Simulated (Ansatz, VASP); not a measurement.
## Na in VASP and in Ansatz

```
Na
1.0
    -2.09491    2.09491    2.09491
     2.09491   -2.09491    2.09491
     2.09491    2.09491   -2.09491
Na
1
Cartesian
  0.0000 0.0000 0.0000
```

Alike in both runs: functional PBE; k mesh 14 × 14 × 14; occupations gaussian, width 0.1 eV; no spin polarisation.

Ansatz relaxed the structure, and its values are those at the end. VASP's run is a single point on that final structure, the one shown.

|  | VASP | Ansatz |
| --- | --- | --- |
| version | VASP 6.6.1 | Ansatz 0.2.0 |
| potentials or method | VASP PAW PBE potentials, release 64 (Na_pv), cutoff 520 eV | scalar-relativistic, plane waves, PAW |
| valence electrons in the cell | 7 | 9 |

|  | VASP | Ansatz | Ansatz less VASP |
| --- | --- | --- | --- |
| gap on the k mesh at the Fermi level (eV) | none | none | - |
| pressure (GPa) | 0.0 | 0.0 | +0.02 |

A gap of «none» marks a metal or a gap that the smearing closes. VASP's potentials hold 7 valence electrons a cell and Ansatz's 9, so a difference there can come from the potentials and not from the codes.
